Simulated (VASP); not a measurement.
## Nb2Te: relaxation of cell and atoms with PBE

The system is Nb2Te.

```
Nb Te
1.0
     4.45247    0.00000    0.00000
    -2.22624    3.85595    0.00000
     0.00000    0.00000    4.27014
Nb Te
2 1
Direct
  0.33333 0.66667 0.50000
  0.66667 0.33333 0.50000
  0.00000 0.00000 0.50000
```

```
Program                : VASP 6.6.1
Task                   : relaxation of cell and atoms
Functional             : PBE
Potentials or basis    : VASP PAW PBE potentials, release 64 (Nb_sv, Te)
Cutoff                 : 600 eV
k mesh                 : 6 × 6 × 4
Occupations            : gaussian, width 0.1 eV
Spin                   : no spin polarisation
Dipole correction      : no
Further INCAR settings : ALGO = Fast; EDIFF = 1e-06; IBRION = 2; EDIFFG = -0.04; NSW = 90; ISIF = 3
```

| Quantity | Value |
| --- | --- |
| Relaxed volume | 21.80 Å³/atom |
| Relaxed cell | a = 5.031 Å, b = 5.031 Å, c = 2.984 Å, α = 90.00°, β = 90.00°, γ = 120.00° |
| Space group after relaxing (to 0.05 Å) | P6/mmm (No. 191) |
| Energy gained by relaxing | 988.7 meV/atom |
| Ionic steps | 21 |
| Pressure after relaxing | 0.0 GPa |
| Band gap on the k mesh | zero (band 16 reaches 11.25 eV, above the bottom of band 17 at 9.35 eV) |

Step by step:
```csv
step,energy change (eV),largest force (eV/Å),pressure (GPa),volume (Å³)
1,0.0000,0.0000,31.00,73.31
2,3.3678,0.0000,-16.68,129.83
3,-1.5549,0.0000,-7.21,90.07
4,-1.8430,0.0000,-5.72,87.81
5,-1.8511,0.0000,-1.05,85.17
6,-1.8830,0.0000,-2.79,86.25
7,-1.8826,0.0000,-2.38,85.98
8,-2.0881,0.0000,-2.41,81.60
9,-2.7014,0.0000,1.95,68.43
10,10.2468,0.0000,164.00,42.02
11,-2.1949,0.0000,3.37,67.94
12,-2.8321,0.0000,-4.96,69.45
13,-2.8322,0.0000,-5.04,69.46
14,-2.9068,0.0000,-4.70,68.68
15,-2.6272,0.0000,-1.77,65.99
16,-2.9250,0.0000,-4.42,68.22
17,-2.9546,0.0000,-2.40,66.91
18,-2.9631,0.0000,-0.77,65.97
19,-2.9635,0.0000,-0.33,65.73
20,-2.9652,0.0000,-0.20,65.60
21,-2.9662,0.0000,0.02,65.40
```

Final structure:
```cif
data_structure
_symmetry_space_group_name_H-M 'P 1'
_symmetry_Int_Tables_number 1
_cell_length_a 5.0306
_cell_length_b 5.0306
_cell_length_c 2.9842
_cell_angle_alpha 90.000
_cell_angle_beta 90.000
_cell_angle_gamma 120.000
_cell_volume 65.40
loop_
_atom_site_label
_atom_site_type_symbol
_atom_site_fract_x
_atom_site_fract_y
_atom_site_fract_z
_atom_site_occupancy
Nb1 Nb 0.33333 0.66667 0.50000 1
Nb2 Nb 0.66667 0.33333 0.50000 1
Te1 Te 0.00000 0.00000 0.50000 1
```

Levels at points of the mesh, in eV from the Fermi level:
```tsv
k point	band 14	band 15	band 16	band 17	band 18	band 19
(0.00, 0.00, 0.00)	-0.92	-0.71	-0.71	1.43	1.43	2.86
(0.50, 0.00, 0.00)	-1.65	-1.16	0.83	0.91	1.19	1.34
(0.00, 0.00, 0.50)	-2.26	-0.42	-0.42	0.25	0.25	0.50
(0.50, 0.00, 0.50)	-1.50	-1.46	-0.82	0.32	0.83	1.73
```

It took 21 min on 1 thread of Intel(R) Xeon(R) 6975P-C (Granite Rapids) (shared host), peak memory 0.25 GiB.

Caveat: the k points lie up to 0.53 Å⁻¹ apart in the final cell; spin-orbit coupling is left out, which moves the levels of the heavy elements.
